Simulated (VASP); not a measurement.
# Ge13H7 in VASP: single point with PBE

Aim: the single point of Ge13H7 with PBE.

All numbers are computed with VASP 6.6.1; they aren't measurements. Logs are shortened: lines on timing, memory, paths and dates and some standing lists are left out, and cuts for length are marked.

**1. The cell of the first run**

The cell holds a disordered packing, 20 atoms: a = 6.896 Å, b = 7.144 Å, c = 7.209 Å, α = 89.82°, β = 88.17°, γ = 85.76°.

**2. Single point, PBE**

File INCAR:

```
SYSTEM = Ge13H7
ALGO = Normal
EDIFF = 1E-6
ENCUT = 520
GGA = PE
ISIF = 2
ISMEAR = -1
LASPH = .TRUE.
LCHARG = .FALSE.
LREAL = Auto
LWAVE = .FALSE.
NBANDS = 110
NELM = 100
PREC = Accurate
SIGMA = 0.2585
```

File KPOINTS:

```
k-points
0
G
  4 3 3
  0 0 0
```

File POSCAR:

```
Ge13H7
1.0
    6.8906340000      0.2594100000      0.1123140000
    0.2594100000      7.1389950000      0.0092880000
    0.1123140000      0.0092880000      7.2079550000
H Ge
7 13
Direct
    0.0310168082      0.6958008861      0.6137365697
    0.3212188803      0.0796689366      0.9570356748
    0.9107564511      0.6751977368      0.5943644537
    0.6555480616      0.9061579965      0.0044602611
    0.5007888219      0.5847221412      0.8747363460
    0.5499681103      0.1259448316      0.4532728883
    0.7597586298      0.8155443264      0.9641768924
    0.1010699051      0.3340446847      0.9658015310
    0.5319750679      0.1980946149      0.0131140100
    0.0915353736      0.3044277800      0.5117573466
    0.9926534256      0.5613368095      0.2429599043
    0.5680955005      0.7499293523      0.3464231403
    0.7130761002      0.8365331253      0.7486684583
    0.7239396414      0.5014930350      0.9610808606
    0.1338140224      0.8952571616      0.1105937471
    0.7366436040      0.2629057790      0.3909338375
    0.9900905012      0.9638060791      0.4116284057
    0.4249957309      0.3131819784      0.6221992274
    0.3501509945      0.5242929735      0.2069297501
    0.3537336328      0.7413361144      0.6796359546
```

Potentials or basis: VASP PAW PBE potentials, release 64 (H, Ge_d).

Run with:

```bash
> cat potpaw_PBE.64/H/POTCAR potpaw_PBE.64/Ge_d/POTCAR > POTCAR
> mpirun -np 1 vasp_std > vasp.out
```

OUTCAR:

```text
SYSTEM = Ge13H7
   EDIFF = 1E-6
   ENCUT = 520
   GGA = PE
   ISIF = 2
   ISMEAR = -1
   LASPH = .TRUE.
   LREAL = Auto
   NELM = 100
   PREC = Accurate

 ion  position               nearest neighbor table
   1  0.031  0.696  0.614-   3 0.87
   2  0.321  0.080  0.957-   9 1.79
   3  0.911  0.675  0.594-   1 0.87
   4  0.656  0.906  0.004-
   5  0.501  0.585  0.875-  14 1.74
   6  0.550  0.126  0.453-  16 1.72
   7  0.760  0.816  0.964-  13 1.60
   8  0.101  0.334  0.966-  11 2.63  14 2.78  19 2.89
   9  0.532  0.198  0.013-   2 1.79  14 2.64  19 2.90
  10  0.092  0.304  0.512-  18 2.46  16 2.66  17 2.69  11 2.73
  11  0.993  0.561  0.243-  19 2.47   8 2.63  10 2.73  15 2.80  14 2.85
  12  0.568  0.750  0.346-  19 2.52  20 2.78
  13  0.713  0.837  0.749-   7 1.60  20 2.68  14 2.83
  14  0.724  0.501  0.961-   5 1.74   9 2.64   8 2.78  13 2.83  11 2.85
  15  0.134  0.895  0.111-  17 2.39  11 2.80
  16  0.737  0.263  0.391-   6 1.72  10 2.66  17 2.67  18 2.68
  17  0.990  0.964  0.412-  15 2.39  16 2.67  10 2.69
  18  0.425  0.313  0.622-  10 2.46  16 2.68
  19  0.350  0.524  0.207-  11 2.47  12 2.52   8 2.89   9 2.90
  20  0.354  0.741  0.680-  13 2.68  12 2.78

  LATTYP: Found a triclinic cell.
 ALAT       =     6.8964298666
 B/A-ratio  =     1.0358566270
 C/A-ratio  =     1.0452996848
 COS(alpha) =     0.0031533324
 COS(beta)  =     0.0318992444
 COS(gamma) =     0.0738939816

  Lattice vectors:

 A1 = (   6.8906340000,   0.2594100000,   0.1123140000)
 A2 = (   0.2594100000,   7.1389950000,   0.0092880000)
 A3 = (   0.1123140000,   0.0092880000,   7.2079550000)

Analysis of symmetry for initial positions (statically):
=====================================================================
 Subroutine PRICEL returns:
 Original cell was already a primitive cell.

 Routine SETGRP: Setting up the symmetry group for a
 triclinic supercell.

 Subroutine GETGRP returns: Found  1 space group operations
 (whereof  1 operations were pure point group operations)
 out of a pool of  2 trial point group operations.

The static configuration has the point symmetry C_1 .

Analysis of symmetry for dynamics (positions and initial velocities):
=====================================================================
 Subroutine PRICEL returns:
 Original cell was already a primitive cell.

 Routine SETGRP: Setting up the symmetry group for a
 triclinic supercell.

 Subroutine GETGRP returns: Found  1 space group operations
 (whereof  1 operations were pure point group operations)
 out of a pool of  2 trial point group operations.

The dynamic configuration has the point symmetry C_1 .

 Subroutine INISYM returns: Found  1 space group operations
 (whereof  1 operations are pure point group operations),
 and found     1 'primitive' translations

----------------------------------------------------------------------------------------

                                     Primitive cell

  volume of cell :     354.0000

  direct lattice vectors                    reciprocal lattice vectors
     6.890634000  0.259410000  0.112314000     0.145360072 -0.005279018 -0.002258191
     0.259410000  7.138995000  0.009288000    -0.005279018  0.140267691 -0.000098488
     0.112314000  0.009288000  7.207955000    -0.002258191 -0.000098488  0.138770919

  length of vectors
     6.896429867  7.143712580  7.208835966     0.145473427  0.140367029  0.138789327

  position of ions in fractional coordinates (direct lattice)
     0.031016808  0.695800886  0.613736570
     0.321218880  0.079668937  0.957035675
     0.910756451  0.675197737  0.594364454
     0.655548062  0.906157996  0.004460261
     0.500788822  0.584722141  0.874736346
     0.549968110  0.125944832  0.453272888
[... 12 lines left out ...]
     0.350150994  0.524292974  0.206929750
     0.353733633  0.741336114  0.679635955

  ion indices of the primitive-cell ions
   primitive index   ion index
                 1           1
                 2           2
                 3           3
                 4           4
                 5           5
                 6           6
[... 12 lines left out ...]
                19          19
                20          20

----------------------------------------------------------------------------------------

 KPOINTS: k-points

Automatic generation of k-mesh.
 Grid dimensions read from file:
 generate k-points for:    4    3    3

 Generating k-lattice:

  Cartesian coordinates                     Fractional coordinates (reciprocal lattice)
     0.036340018 -0.001319754 -0.000564548     0.250000000  0.000000000  0.000000000
    -0.001759673  0.046755897 -0.000032829    -0.000000000  0.333333333  0.000000000
    -0.000752730 -0.000032829  0.046256973     0.000000000  0.000000000  0.333333333

  Length of vectors
     0.036368357  0.046789010  0.046263109

  Shift w.r.t. Gamma in fractional coordinates (k-lattice)
     0.000000000  0.000000000  0.000000000

 Subroutine IBZKPT returns following result:
 ===========================================

 Found     19 irreducible k-points:

 Following reciprocal coordinates:
            Coordinates               Weight
  0.000000  0.000000  0.000000      1.000000
  0.250000  0.000000  0.000000      2.000000
  0.500000  0.000000  0.000000      1.000000
 -0.000000  0.333333  0.000000      2.000000
  0.250000  0.333333 -0.000000      2.000000
  0.500000  0.333333  0.000000      2.000000
[... 11 lines left out ...]
  0.500000 -0.333333  0.333333      2.000000
 -0.250000 -0.333333  0.333333      2.000000
   k-points           NKPTS =     19   k-points in BZ     NKDIM =     19   number of bands    NBANDS=    110
   number of dos      NEDOS =    301   number of ions     NIONS =     20
   total plane-waves  NPLWV = 157464
   dimension x,y,z NGX =    54 NGY =   54 NGZ =   54
   dimension x,y,z NGXF=   108 NGYF=  108 NGZF=  108
   ions per type =               7  13
   NGX,Y,Z   is equivalent  to a cutoff of  13.02, 12.57, 12.45 a.u.
   NGXF,Y,Z  is equivalent  to a cutoff of  26.03, 25.13, 24.91 a.u.
 SYSTEM =  Ge13H7
   PREC   = accura    normal or accurate (medium, high low for compatibility)
   ISTART =      0    job   : 0-new  1-cont  2-samecut
   ICHARG =      2    charge: 1-file 2-atom 10-const
   ISPIN  =      1    spin polarized calculation?
   LNONCOLLINEAR =      F non collinear calculations
   LSORBIT =      F    spin-orbit coupling
   LASPH  =      T    aspherical Exc in radial PAW
   ENCUT  =  520.0 eV  38.22 Ry    6.18 a.u.  12.82 13.28 13.40*2*pi/ulx,y,z
   NELM   =    100;   NELMIN=  2; NELMDL= -5     # of ELM steps
   EDIFF  = 0.1E-05   stopping-criterion for ELM
   LREAL  =      T    real-space projection
   EDIFFG = 0.1E-04   stopping-criterion for IOM
   NSW    =      0    number of steps for IOM
   IBRION =     -1    ionic relax: 0-MD 1-quasi-New 2-CG
   NFREE  =      0    steps in history (QN), initial steepest desc. (CG)
   ISIF   =      2    stress and relaxation
   ISYM   =      2    0-nonsym 1-usesym 2-fastsym
   POTIM  = 0.5000    time-step for ionic-motion
   TEBEG  =    0.0;   TEEND  =   0.0 temperature during run
   PSTRESS=    0.0 pullay stress
   NELECT =     189.0000    total number of electrons
   NUPDOWN=      -1.0000    fix difference up-down
   EMIN   =  10.00;   EMAX   =-10.00  energy-range for DOS
   EFERMI =   0.00;   METHOD = LEGACY
   ISMEAR =    -1;   SIGMA  =   0.26  broadening in eV -4-tet -1-fermi 0-gaus
   EFERMI_NEDOS =   21; number of points for ismear=-14 and -15
   IALGO  =     38    algorithm
   IMIX   =      4    mixing-type and parameters
     AMIX     =   0.40;   BMIX     =  1.00
     AMIX_MAG =   1.60;   BMIX_MAG =  1.00
  volume/ion in A,a.u.               =      17.70       119.45
  Fermi-wavevector in a.u.,A,eV,Ry     =   1.328091  2.509727 23.998288  1.763824
  Thomas-Fermi vector in A             =   2.457354
   LORBIT       =      0    0 simple, 1 ext, 2 COOP (PROOUT), +10 PAW based schemes
   GGA     = PE    functional components
   LHFCALC =     F    Hartree Fock is set to
   AEXX    =    0.0000 exact exchange contribution
   IVDW    =     0    specifies the selected vdW correction
   LEPSILON=     F    determine dielectric tensor
   LRPA    =     F    only Hartree local field effects (RPA)
 non-spin polarized calculation
  energy-cutoff  :      520.00
  volume of cell :      354.00
 maximum number of plane-waves:      9552
 NGX is ok and might be reduce to    54
   NGX = 25   NGY = 27   NGZ = 27

 number of electron     189.0000024 magnetization

 Free energy of the ion-electron system (eV)
  ---------------------------------------------------
  ext. energy  EPLUGINS =         0.00000000
  ---------------------------------------------------
  free energy    TOTEN  =       -70.81733281 eV

  energy without entropy =      -69.09179344  energy(sigma->0) =      -69.95456313

 E-fermi :   3.7038     XC(G=0):  -9.6414

 val. band max:        3.7015429916   @ k =  -0.2500   0.3333   0.3333
 cond. band min:       3.7184639549   @ k =   0.2500   0.3333  -0.0000
 fundamental gap:      0.0169209632
 Fermi energy:         3.7037708017

 k-point     1 :       0.0000    0.0000    0.0000
  band No.  band energies     occupation
      1     -21.1042      2.00000
      2     -21.1014      2.00000
      3     -21.0942      2.00000
      4     -21.0916      2.00000
      5     -21.0829      2.00000
      6     -21.0658      2.00000
[... 98 lines left out ...]
    105       6.5382      0.00003
    106       6.6710      0.00002

 k-point     2 :       0.2500    0.0000    0.0000
  band No.  band energies     occupation
      1     -21.1033      2.00000
      2     -21.1010      2.00000
      3     -21.0934      2.00000
      4     -21.0914      2.00000
      5     -21.0837      2.00000
      6     -21.0670      2.00000
[... 1845 lines left out ...]
 k-point    19 :      -0.2500   -0.3333    0.3333
  band No.  band energies     occupation
      1     -21.1042      2.00000
      2     -21.0999      2.00000
      3     -21.0929      2.00000
      4     -21.0915      2.00000
      5     -21.0836      2.00000
      6     -21.0674      2.00000
[... 98 lines left out ...]
    105       6.1294      0.00017
    106       6.4326      0.00005
 [bands above 106 left out]

------------------------ aborting loop because EDIFF is reached ----------------------------------------

  FORCE on cell =-STRESS in cart. coord.  units (eV):
  Direction    XX          YY          ZZ          XY          YZ          ZX
  --------------------------------------------------------------------------------------
  -------------------------------------------------------------------------------------
  Total        1.9723402     -1.7477532      0.4942876      0.6783547      0.5257859     -1.6364825
  in kB        8.9266627     -7.9101987      2.2371085      3.0701820      2.3796672     -7.4065963
  external PRESSURE =       1.0845242 kB  Pullay stress =       0.0000000 kB

 VOLUME and BASIS-vectors are now :
 -----------------------------------------------------------------------------
  energy-cutoff  :      520.00
  volume of cell :      354.00
      direct lattice vectors                 reciprocal lattice vectors
     6.890634000  0.259410000  0.112314000     0.145360072 -0.005279018 -0.002258191
     0.259410000  7.138995000  0.009288000    -0.005279018  0.140267691 -0.000098488
     0.112314000  0.009288000  7.207955000    -0.002258191 -0.000098488  0.138770919

 POSITION                                       TOTAL-FORCE (eV/Angst)
 -----------------------------------------------------------------------------------
      0.46315      4.98107      4.43373        -1.043321     -0.547307     -0.211623
      2.34156      0.66097      6.93509        -0.043007      0.115067      0.453856
      6.51760      5.06201      4.39271         1.539275     -0.173020      0.365817
      4.75271      6.63915      0.11419         0.082717      0.299201      0.409558
      3.70068      4.31236      6.36674        -0.414632      0.353974     -0.273151
      3.87321      1.04600      3.33011        -0.312263     -0.325159      0.200451
[... 12 lines left out ...]
      2.57201      3.83568      1.53574         0.770768     -0.566223     -0.210115
      2.70609      5.39047      4.94540         0.216290     -0.285416      0.176865
 -----------------------------------------------------------------------------------
    total drift:                               -0.000196     -0.000213      0.004561

  FREE ENERGIE OF THE ION-ELECTRON SYSTEM (eV)
  ---------------------------------------------------
  free  energy   TOTEN  =       -70.8173328121 eV

  energy  without entropy=      -69.0917934436  energy(sigma->0) =      -69.95456313
```

It took 41 min on 1 thread of Intel Xeon 8259CL, shared host; peak memory 0.67 GiB.

Results:

* Free energy: -70.8173 eV
* Pressure: 0.1 GPa
* Largest force: 2.261 eV/Å
* Band gap on the k mesh: zero (an odd number of electrons rules out a gap without spin polarisation)

Forces in eV/Å, atoms in the order of the input:
```
H   -1.043 -0.547 -0.212
H   -0.043  0.115  0.454
H    1.539 -0.173  0.366
H    0.083  0.299  0.410
H   -0.415  0.354 -0.273
H   -0.312 -0.325  0.200
H   -0.001 -0.055  1.867
Ge   0.070 -0.461 -0.523
Ge  -0.269 -0.527 -0.171
Ge  -0.291 -0.021  0.078
Ge  -1.189  0.154  0.221
Ge   0.200  0.260  0.018
Ge  -0.470  0.881 -2.029
Ge   0.297 -0.118 -0.010
Ge   0.741 -0.035 -1.121
Ge  -0.385  0.071 -0.689
Ge  -0.210  0.645  0.828
Ge   0.712  0.336  0.619
Ge   0.771 -0.566 -0.210
Ge   0.216 -0.285  0.177
```

Stress tensor (GPa, compression positive):
```
 0.89  0.31 -0.74
 0.31 -0.79  0.24
-0.74  0.24  0.22
```

Caveat: the atoms stand as in a frame of molecular dynamics; so wide a smearing shifts energies and pressures; an odd number of electrons without spin polarisation forces a metal; a magnetic or distorted state may lie lower.
